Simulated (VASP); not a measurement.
Crystal: Bi2Se3.

```xyz
5
Lattice="2.0715 1.1960 9.5453 -2.0715 1.1960 9.5453 0.0000 -2.3920 9.5453" Properties=species:S:1:pos:R:3 pbc="T T T"
Bi    0.0000    0.0000   17.1587
Bi    0.0000    0.0000   11.4773
Se    0.0000    0.0000   22.5738
Se    0.0000    0.0000    6.0622
Se    0.0000    0.0000    0.0000
```

Base run:

- Program: VASP 6.6.1
- Functional: BLYP
- Potentials or basis: VASP PAW PBE potentials, release 64 (Bi_d, Se)
- Cutoff: 520 eV
- k mesh: 8 × 8 × 8
- Occupations: fermi-dirac, width 0.05 eV
- Spin: no spin polarisation

Its results: band gap on the k mesh 0.26 eV; pressure 6.5 GPa; largest force 0.344 eV/Å.

**Question.** The run is repeated on the same cell with these changes: functional from BLYP to RPBE. What comes out?

**Answer.** Band gap on the k mesh 0.29 eV; pressure 4.2 GPa; largest force 0.170 eV/Å.

Caveats: the cell stands under pressure; the PAW data sets were made with another functional, which shifts forces and pressure a little; spin-orbit coupling is left out, which moves the levels of the heavy elements.

A k mesh can miss the band edges.
